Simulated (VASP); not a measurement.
Mg:

```xyz
2
Lattice="3.2093 0.0000 0.0000 -1.6046 2.7793 0.0000 0.0000 0.0000 5.0019" Properties=species:S:1:pos:R:3 pbc="T T T"
Mg    1.6047    0.9264    3.7514
Mg    0.0000    1.8529    1.2505
```

Base run:

| Item | Value |
| --- | --- |
| Program | VASP 6.6.1 |
| Functional | PBE |
| Potentials or basis | VASP PAW PBE potentials, release 64 (Mg) |
| Cutoff | 520 eV |
| k mesh | 8 × 8 × 5 |
| Occupations | fermi-dirac, width 0.05 eV |
| Spin | no spin polarisation |

Its results: band gap on the k mesh zero (band 2 reaches 3.67 eV, above the bottom of band 3 at 1.93 eV); pressure 1.0 GPa.

Problem. The run is repeated on the same cell with these changes: functional from PBE to PBEsol; further incar settings from ALGO = Normal; EDIFF = 1e-06; NBANDS = 9 to ALGO = Normal; EDIFF = 1e-07; NBANDS = 9. What comes out?

Solution. Band gap on the k mesh zero (band 2 reaches 3.63 eV, above the bottom of band 3 at 1.89 eV); pressure 0.4 GPa.

Caveats: the PAW data sets were made with another functional, which shifts forces and pressure a little (some runs).
